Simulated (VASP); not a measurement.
Ag, 1 atom in the cell. It takes space group I4/mmm (No. 139, tetragonal). Conventional cell: a = 2.889 Å, b = 2.889 Å, c = 4.107 Å, α = 90.00°, β = 90.00°, γ = 90.00°. Ag (site symmetry 4/mmm) has 12 Ag at 2.89 to 2.90 Å within 3.8 Å.  This cell differs from its parent crystal: strain +0.0050 x Voigt [0, 1, 0, 0, 0, 0].

```yaml
Program: VASP 6.6.1
Task: single point
Functional: r2SCAN
Potentials_or_basis: VASP PAW PBE potentials, release 64 (Ag)
Cutoff: 520 eV
k_mesh: 20 × 20 × 20
Occupations: gaussian, width 0.15 eV
Spin: no spin polarisation
Dipole_correction: no
Further_INCAR_settings: ALGO = Normal; EDIFF = 1e-06; NBANDS = 12
```

Potentials or basis: VASP PAW PBE potentials, release 64 (Ag).

Launch:

```console
$ cat potpaw_PBE.64/Ag/POTCAR > POTCAR
$ cp INCAR.step1 INCAR
$ mpirun -np 1 vasp_std > vasp.out
$ cp INCAR.step2 INCAR
$ mpirun -np 1 vasp_std > vasp.out
```

Hardware: 1 thread of Intel(R) Xeon(R) Platinum 8488C (Sapphire Rapids) (shared host).

Problem. Estimate the wall time of this run.

Solution. It took 3 min on 1 thread of Intel(R) Xeon(R) Platinum 8488C (Sapphire Rapids), on a shared host, peak memory 0.25 GiB. Counts: k points 641.
